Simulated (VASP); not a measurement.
Crystal: ZnS.

```
Zn S
1.0
     0.00000    2.70200    2.70200
     2.70200    0.00000    2.70200
     2.70200    2.70200    0.00000
Zn S
1 1
Direct
  0.25000 0.25000 0.25000
  0.00000 0.00000 0.00000
```

```yaml
Program: VASP 6.6.1
Task: relaxation of cell and atoms
Functional: PBE
Potentials_or_basis: VASP PAW PBE potentials, release 64 (Zn, S)
Cutoff: 600 eV
k_mesh: 10 × 10 × 10
Occupations: gaussian, width 0.02 eV
Spin: no spin polarisation
```

At the start: pressure 1.8 GPa; volume 19.73 Å³/atom.

How do energy, volume and symmetry change on relaxing?

Over 3 steps the energy falls by 2.6 meV/atom and the volume is 20.20 Å³/atom (+2.4 %); space group F-43m (No. 216, to 0.05 Å).

The path:
| step | energy change (eV) | largest force (eV/Å) | pressure (GPa) | volume (Å³) |
| --- | --- | --- | --- | --- |
| 1 | 0.0000 | 0.0000 | 1.76 | 39.45 |
| 2 | -0.0047 | 0.0000 | -0.50 | 40.71 |
| 3 | -0.0051 | 0.0000 | 0.00 | 40.41 |

Final structure:
```
CELL_PARAMETERS angstrom
0.00000 2.72360 2.72360
2.72360 0.00000 2.72360
2.72360 2.72360 0.00000
ATOMIC_POSITIONS crystal
Zn 0.25000 0.25000 0.25000
S 0.00000 0.00000 0.00000
```
